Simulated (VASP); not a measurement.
# Ti2H (Pn-3m) in VASP: further runs, part 2 of 2

VASP 6.6.1.

## (3) Relaxation of volume and atoms at fixed shape, PBEsol

This run uses another cell than the first one, of 12.61 Å³/atom, 1.032 times its volume.

INCAR

```
PREC = Accurate
ENCUT = 600
EDIFF = 1E-6
ISMEAR = 1
SIGMA = 0.02
LREAL = F
LASPH = T
NELM = 60
ALGO = Normal
ISIF = 8
LWAVE = F
LCHARG = F
GGA = PS
IBRION = 2
NSW = 80
EDIFFG = -0.02
```

KPOINTS

```
Automatic mesh
0
Gamma
  5 5 5
```

POSCAR

```
Ti2H
1.0
    4.2291990000      0.0000000000      0.0000000000
    0.0000000000      4.2291990000      0.0000000000
    0.0000000000      0.0000000000      4.2291990000
Ti H
4 2
Direct
    0.2500000000      0.7500000000      0.2500000000
    0.7500000000      0.2500000000      0.2500000000
    0.2500000000      0.2500000000      0.7500000000
    0.7500000000      0.7500000000      0.7500000000
    0.0000000000      0.0000000000      0.0000000000
    0.5000000000      0.5000000000      0.5000000000
```

Potentials or basis: VASP PAW PBE potentials, release 64 (Ti_sv, H).

The run is started by

```bash
> cat potpaw_PBE.64/Ti_sv/POTCAR potpaw_PBE.64/H/POTCAR > POTCAR
> mpirun -np 1 vasp_std > vasp.out
```

OUTCAR:

```text
PREC = Accurate
   ENCUT = 600
   EDIFF = 1E-6
   ISMEAR = 1
   LREAL = F
   LASPH = T
   NELM = 60
   ISIF = 8
   GGA = PS
   IBRION = 2
   NSW = 80
   EDIFFG = -0.02

 ion  position               nearest neighbor table
   1  0.250  0.750  0.250-   5 1.83   6 1.83
   2  0.750  0.250  0.250-   5 1.83   6 1.83
   3  0.250  0.250  0.750-   5 1.83   6 1.83
   4  0.750  0.750  0.750-   5 1.83   6 1.83
   5  0.000  0.000  0.000-   1 1.83   2 1.83   3 1.83   4 1.83
   6  0.500  0.500  0.500-   1 1.83   2 1.83   3 1.83   4 1.83

  LATTYP: Found a simple cubic cell.
 ALAT       =     4.2291990000

  Lattice vectors:

 A1 = (   4.2291990000,   0.0000000000,   0.0000000000)
 A2 = (   0.0000000000,   4.2291990000,   0.0000000000)
 A3 = (   0.0000000000,   0.0000000000,   4.2291990000)

Analysis of symmetry for initial positions (statically):
=====================================================================
 Subroutine PRICEL returns:
 Original cell was already a primitive cell.

 Routine SETGRP: Setting up the symmetry group for a
 simple cubic supercell.

 Subroutine GETGRP returns: Found 48 space group operations
 (whereof 24 operations were pure point group operations)
 out of a pool of 48 trial point group operations.

The static configuration has the point symmetry T_d .
 The point group associated with its full space group is O_h .

Analysis of symmetry for dynamics (positions and initial velocities):
=====================================================================
 Subroutine PRICEL returns:
 Original cell was already a primitive cell.

 Routine SETGRP: Setting up the symmetry group for a
 simple cubic supercell.

 Subroutine GETGRP returns: Found 48 space group operations
 (whereof 24 operations were pure point group operations)
 out of a pool of 48 trial point group operations.

The dynamic configuration has the point symmetry T_d .
 The point group associated with its full space group is O_h .

 Subroutine INISYM returns: Found 48 space group operations
 (whereof 24 operations are pure point group operations),
 and found     1 'primitive' translations

----------------------------------------------------------------------------------------

                                     Primitive cell

  volume of cell :      75.6440

  direct lattice vectors                    reciprocal lattice vectors
     4.229199000  0.000000000  0.000000000     0.236451394  0.000000000  0.000000000
     0.000000000  4.229199000  0.000000000     0.000000000  0.236451394  0.000000000
     0.000000000  0.000000000  4.229199000     0.000000000  0.000000000  0.236451394

  length of vectors
     4.229199000  4.229199000  4.229199000     0.236451394  0.236451394  0.236451394

  position of ions in fractional coordinates (direct lattice)
     0.250000000  0.750000000  0.250000000
     0.750000000  0.250000000  0.250000000
     0.250000000  0.250000000  0.750000000
     0.750000000  0.750000000  0.750000000
     0.000000000  0.000000000  0.000000000
     0.500000000  0.500000000  0.500000000

  ion indices of the primitive-cell ions
   primitive index   ion index
                 1           1
                 2           2
                 3           3
                 4           4
                 5           5
                 6           6

----------------------------------------------------------------------------------------

 KPOINTS: Automatic mesh

Automatic generation of k-mesh.
 Grid dimensions read from file:
 generate k-points for:    5    5    5

 Generating k-lattice:

  Cartesian coordinates                     Fractional coordinates (reciprocal lattice)
     0.047290279  0.000000000  0.000000000     0.200000000  0.000000000  0.000000000
     0.000000000  0.047290279  0.000000000     0.000000000  0.200000000  0.000000000
     0.000000000  0.000000000  0.047290279     0.000000000  0.000000000  0.200000000

  Length of vectors
     0.047290279  0.047290279  0.047290279

  Shift w.r.t. Gamma in fractional coordinates (k-lattice)
     0.000000000  0.000000000  0.000000000

 Subroutine IBZKPT returns following result:
 ===========================================

 Found     10 irreducible k-points:

 Following reciprocal coordinates:
            Coordinates               Weight
  0.000000  0.000000  0.000000      1.000000
  0.200000  0.000000  0.000000      6.000000
  0.400000  0.000000  0.000000      6.000000
  0.200000  0.200000  0.000000     12.000000
  0.400000  0.200000  0.000000     24.000000
  0.400000  0.400000  0.000000     12.000000
  0.200000  0.200000  0.200000      8.000000
  0.400000  0.200000  0.200000     24.000000
  0.400000  0.400000  0.200000     24.000000
  0.400000  0.400000  0.400000      8.000000
   k-points           NKPTS =     10   k-points in BZ     NKDIM =     10   number of bands    NBANDS=     30
   number of dos      NEDOS =    301   number of ions     NIONS =      6
   total plane-waves  NPLWV =  46656
   dimension x,y,z NGX =    36 NGY =   36 NGZ =   36
   dimension x,y,z NGXF=    72 NGYF=   72 NGZF=   72
   ions per type =               4   2
   NGX,Y,Z   is equivalent  to a cutoff of  14.15, 14.15, 14.15 a.u.
   NGXF,Y,Z  is equivalent  to a cutoff of  28.30, 28.30, 28.30 a.u.
 SYSTEM =  unknown system
   PREC   = accura    normal or accurate (medium, high low for compatibility)
   ISTART =      0    job   : 0-new  1-cont  2-samecut
   ICHARG =      2    charge: 1-file 2-atom 10-const
   ISPIN  =      1    spin polarized calculation?
   LNONCOLLINEAR =      F non collinear calculations
   LSORBIT =      F    spin-orbit coupling
   LASPH  =      T    aspherical Exc in radial PAW
   ENCUT  =  600.0 eV  44.10 Ry    6.64 a.u.   8.45  8.45  8.45*2*pi/ulx,y,z
   NELM   =     60;   NELMIN=  2; NELMDL= -5     # of ELM steps
   EDIFF  = 0.1E-05   stopping-criterion for ELM
   LREAL  =      F    real-space projection
   EDIFFG = -.2E-01   stopping-criterion for IOM
   NSW    =     80    number of steps for IOM
   IBRION =      2    ionic relax: 0-MD 1-quasi-New 2-CG
   NFREE  =      1    steps in history (QN), initial steepest desc. (CG)
   ISIF   =      8    stress and relaxation
   ISYM   =      2    0-nonsym 1-usesym 2-fastsym
   POTIM  = 0.5000    time-step for ionic-motion
   TEBEG  =    0.0;   TEEND  =   0.0 temperature during run
   PSTRESS=    0.0 pullay stress
   NELECT =      50.0000    total number of electrons
   NUPDOWN=      -1.0000    fix difference up-down
   EMIN   =  10.00;   EMAX   =-10.00  energy-range for DOS
   EFERMI =   0.00;   METHOD = LEGACY
   ISMEAR =     1;   SIGMA  =   0.02  broadening in eV -4-tet -1-fermi 0-gaus
   EFERMI_NEDOS =   21; number of points for ismear=-14 and -15
   IALGO  =     38    algorithm
   IMIX   =      4    mixing-type and parameters
     AMIX     =   0.40;   BMIX     =  1.00
     AMIX_MAG =   1.60;   BMIX_MAG =  1.00
  volume/ion in A,a.u.               =      12.61        85.08
  Fermi-wavevector in a.u.,A,eV,Ry     =   1.426067  2.694877 27.669735  2.033668
  Thomas-Fermi vector in A             =   2.546384
   LORBIT       =      0    0 simple, 1 ext, 2 COOP (PROOUT), +10 PAW based schemes
   GGA     = PS    functional components
   LHFCALC =     F    Hartree Fock is set to
   AEXX    =    0.0000 exact exchange contribution
   IVDW    =     0    specifies the selected vdW correction
   LEPSILON=     F    determine dielectric tensor
   LRPA    =     F    only Hartree local field effects (RPA)
 conjugate gradient relaxation of ions
 non-spin polarized calculation
 Methfessel and Paxton  Order N= 1 SIGMA  =   0.02
  energy-cutoff  :      600.00
  volume of cell :       75.64
 maximum number of plane-waves:      2542
 NGX is ok and might be reduce to    36
   NGX = 17   NGY = 17   NGZ = 17

--------------------------------------- Ionic step        1  -------------------------------------------

 number of electron      49.9999982 magnetization

 Free energy of the ion-electron system (eV)
  ---------------------------------------------------
  ext. energy  EPLUGINS =         0.00000000
  ---------------------------------------------------
  free energy    TOTEN  =       -41.30748684 eV

  energy without entropy =      -41.30617206  energy(sigma->0) =      -41.30704858

------------------------ aborting loop because EDIFF is reached ----------------------------------------

  FORCE on cell =-STRESS in cart. coord.  units (eV):
  Direction    XX          YY          ZZ          XY          YZ          ZX
  --------------------------------------------------------------------------------------
  -------------------------------------------------------------------------------------
  Total       -1.7813374     -1.7813374     -1.7813374     -0.0000000      0.0000000     -0.0000000
  in kB      -37.7296187    -37.7296187    -37.7296187     -0.0000000      0.0000000     -0.0000000
  external PRESSURE =     -37.7296187 kB  Pullay stress =       0.0000000 kB
[... 65 lines left out ...]
  energy  without entropy=      -41.3332328957  energy(sigma->0) =      -41.33379233

--------------------------------------- Ionic step        3  -------------------------------------------

 number of electron      49.9999993 magnetization

 Free energy of the ion-electron system (eV)
  ---------------------------------------------------
  ext. energy  EPLUGINS =         0.00000000
  ---------------------------------------------------
  free energy    TOTEN  =       -41.33735593 eV

  energy without entropy =      -41.33662371  energy(sigma->0) =      -41.33711186

 E-fermi :   7.8216     XC(G=0): -11.6852

 val. band max:        7.7926261557   @ k =   0.4000   0.4000   0.0000
 cond. band min:       7.8231811653   @ k =   0.4000   0.2000   0.0000
 fundamental gap:      0.0305550096
 Fermi energy:         7.8216479150

 k-point     1 :       0.0000    0.0000    0.0000
  band No.  band energies     occupation
      1     -48.6961      2.00000
      2     -48.5567      2.00000
      3     -48.5567      2.00000
      4     -48.5567      2.00000
      5     -25.4182      2.00000
      6     -25.2143      2.00000
[... 352 lines left out ...]
  FREE ENERGIE OF THE ION-ELECTRON SYSTEM (eV)
  ---------------------------------------------------
  free  energy   TOTEN  =       -41.3373559334 eV

  energy  without entropy=      -41.3366237080  energy(sigma->0) =      -41.33711186

 reached required accuracy - stopping structural energy minimisation
```

OSZICAR:

```text
N       E                     dE             d eps       ncg     rms          rms(c)
DAV:   1     0.669462584808E+03    0.66946E+03   -0.27678E+04   600   0.223E+03
DAV:   2     0.391014684473E+02   -0.63036E+03   -0.62225E+03   600   0.641E+02
DAV:   3    -0.386998958867E+02   -0.77801E+02   -0.75791E+02  1012   0.189E+02
DAV:   4    -0.476990236362E+02   -0.89991E+01   -0.89040E+01   860   0.603E+01
[... 29 lines left out ...]
DAV:   5    -0.413369361410E+02   -0.85260E-03   -0.24868E-03   764   0.306E-01    0.113E-01
DAV:   6    -0.413373057036E+02   -0.36956E-03   -0.10688E-03   816   0.166E-01    0.462E-02
DAV:   7    -0.413373379175E+02   -0.32214E-04   -0.10824E-04   806   0.714E-02    0.217E-02
DAV:   8    -0.413373551209E+02   -0.17203E-04   -0.40651E-05   710   0.407E-02    0.292E-03
DAV:   9    -0.413373559334E+02   -0.81248E-06   -0.70580E-06   714   0.135E-02
   3 F= -.41337356E+02 E0= -.41337112E+02  d E =-.298691E-01
```

CONTCAR:

```text
Ti2H
   1.00000000000000
     4.1831800588586736    0.0000000000000000    0.0000000000000000
     0.0000000000000000    4.1831800588586736    0.0000000000000000
     0.0000000000000000    0.0000000000000000    4.1831800588586736
  Ti              H
     4     2
Direct
     0.2500000000000000    0.7500000000000000    0.2500000000000000
     0.7500000000000000    0.2500000000000000    0.2500000000000000
     0.2500000000000000    0.2500000000000000    0.7500000000000000
     0.7500000000000000    0.7500000000000000    0.7500000000000000
     0.0000000000000000    0.0000000000000000    0.0000000000000000
     0.5000000000000000    0.5000000000000000    0.5000000000000000

  0.00000000E+00  0.00000000E+00  0.00000000E+00
  0.00000000E+00  0.00000000E+00  0.00000000E+00
  0.00000000E+00  0.00000000E+00  0.00000000E+00
  0.00000000E+00  0.00000000E+00  0.00000000E+00
  0.00000000E+00  0.00000000E+00  0.00000000E+00
  0.00000000E+00  0.00000000E+00  0.00000000E+00
```

It took 81 s on 1 thread of Intel Xeon Platinum 8259CL at 2.50GHz (Skylake/Cascade Lake), shared host; peak memory 0.22 GiB.

Results:

```yaml
Free_energy: -41.3374 eV
Relaxed_volume: 12.20 Å³/atom
Relaxed_cell: a = 4.183 Å, b = 4.183 Å, c = 4.183 Å, α = 90.00°, β = 90.00°, γ = 90.00°
Space_group_after_relaxing_to_0.05_Å: Pn-3m (No. 224)
Energy_gained_by_relaxing: 5.0 meV/atom
Ionic_steps: 3
Pressure_after_relaxing: 0.0 GPa
Band_gap_on_the_k_mesh: zero (band 25 reaches 8.50 eV, above the bottom of band 26 at 7.68 eV)
```

The path:
| step | energy change (eV) | largest force (eV/Å) | pressure (GPa) | volume (Å³) |
| --- | --- | --- | --- | --- |
| 1 | 0.0000 | 0.0000 | -3.77 | 75.64 |
| 2 | -0.0266 | 0.0000 | 1.36 | 72.44 |
| 3 | -0.0299 | 0.0000 | 0.04 | 73.20 |

Final structure:
```xyz
6
Lattice="4.1832 0.0000 0.0000 0.0000 4.1832 0.0000 0.0000 0.0000 4.1832" Properties=species:S:1:pos:R:3 pbc="T T T"
Ti    1.0458    3.1374    1.0458
Ti    3.1374    1.0458    1.0458
Ti    1.0458    1.0458    3.1374
Ti    3.1374    3.1374    3.1374
H     0.0000    0.0000    0.0000
H     2.0916    2.0916    2.0916
```

Caveat: the PAW data sets were made with another functional, which shifts forces and pressure a little.
